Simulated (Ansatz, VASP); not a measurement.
## GaAs: VASP beside Ansatz

INCAR

```
SYSTEM = GaAs
ALGO = Normal ; EDIFF = 1E-8
ENCUT = 520 ; GGA = PS
ISIF = 2 ; ISMEAR = 0
LASPH = .True. ; LCHARG = .False.
LEFG = .True. ; LREAL = Auto
LWAVE = .False. ; NBANDS = 86
NELM = 60 ; PREC = Accurate
SIGMA = 0.01
```

KPOINTS

```
k-points
0
Gamma
  4 4 4
  0 0 0
```

Contents of POSCAR:

```
GaAs
1.0
    0.0000000000      5.6537000000      5.6537000000
    5.6537000000      0.0000000000      5.6537000000
    5.6537000000      5.6537000000      0.0000000000
Ga As
8 8
Direct
    0.0000000000      0.0000000000      0.0000000000
    0.0000000000      0.0000000000      0.5000000000
    0.0000000000      0.5000000000      0.0000000000
    0.0000000000      0.5000000000      0.5000000000
    0.5000000000      0.0000000000      0.0000000000
    0.5000000000      0.0000000000      0.5000000000
    0.5000000000      0.5000000000      0.0000000000
    0.5000000000      0.5000000000      0.5000000000
    0.1250000000      0.1250000000      0.1250000000
    0.1250000000      0.1250000000      0.6250000000
    0.1250000000      0.6250000000      0.1250000000
    0.1250000000      0.6250000000      0.6250000000
    0.6250000000      0.1250000000      0.1250000000
    0.6250000000      0.1250000000      0.6250000000
    0.6250000000      0.6250000000      0.1250000000
    0.6250000000      0.6250000000      0.6250000000
```

Input for Ansatz:

```yaml
crystal:
  lattice:
    - [0.0, 5.6537, 5.6537]
    - [5.6537, 0.0, 5.6537]
    - [5.6537, 5.6537, 0.0]
  atoms:
    - { symbol: Ga, position: [0.0, 0.0, 0.0] }
    - { symbol: Ga, position: [0.0, 0.0, 0.5] }
    - { symbol: Ga, position: [0.0, 0.5, 0.0] }
    - { symbol: Ga, position: [0.0, 0.5, 0.5] }
    - { symbol: Ga, position: [0.5, 0.0, 0.0] }
    - { symbol: Ga, position: [0.5, 0.0, 0.5] }
    - { symbol: Ga, position: [0.5, 0.5, 0.0] }
    - { symbol: Ga, position: [0.5, 0.5, 0.5] }
    - { symbol: As, position: [0.125, 0.125, 0.125] }
    - { symbol: As, position: [0.125, 0.125, 0.625] }
    - { symbol: As, position: [0.125, 0.625, 0.125] }
    - { symbol: As, position: [0.125, 0.625, 0.625] }
    - { symbol: As, position: [0.625, 0.125, 0.125] }
    - { symbol: As, position: [0.625, 0.125, 0.625] }
    - { symbol: As, position: [0.625, 0.625, 0.125] }
    - { symbol: As, position: [0.625, 0.625, 0.625] }
kpoints:
  mp_grid: { grid: [4, 4, 4] }
scf:
  occupations: { method: fixed }
hamiltonian:
  xc: pbesol
  pseudopotentials: { kind: paw, azcp: { folder: soft_1 } }
output:
  forces: true
  efg:
    quadrupole_moments_barn: { Ga: 0.107, As: 0.311 }
    contact_densities: true
  core_levels:
    shells: { Ga: "3d", As: "3d" }
    counted_from: valence_top
    eps_inf: [13.347, 13.347, 13.347]
```

Alike in both runs: task electric field gradients; functional PBEsol; k mesh 4 × 4 × 4; no spin polarisation.

|  | VASP | Ansatz |
| --- | --- | --- |
| version | VASP 6.6.1 | Ansatz 0.2.0 |
| potentials or method | VASP PAW PBE potentials, release 64 (Ga_d, As) | plane-wave PAW, scalar-relativistic |
| plane-wave cutoff (eV) | 520 | 420 |
| occupations | gaussian, width 0.01 eV | fixed |
| valence electrons in the cell | 144 | 224 |

```csv
,VASP,Ansatz,Ansatz less VASP
gap on the k mesh at the Fermi level (eV),0.46,0.44,-0.011
```

VASP's potentials were made for PBE, not for PBEsol, and Ansatz warns of the same on its side. VASP's potentials hold 144 valence electrons a cell and Ansatz's 224, so a difference there can come from the potentials and not from the codes.
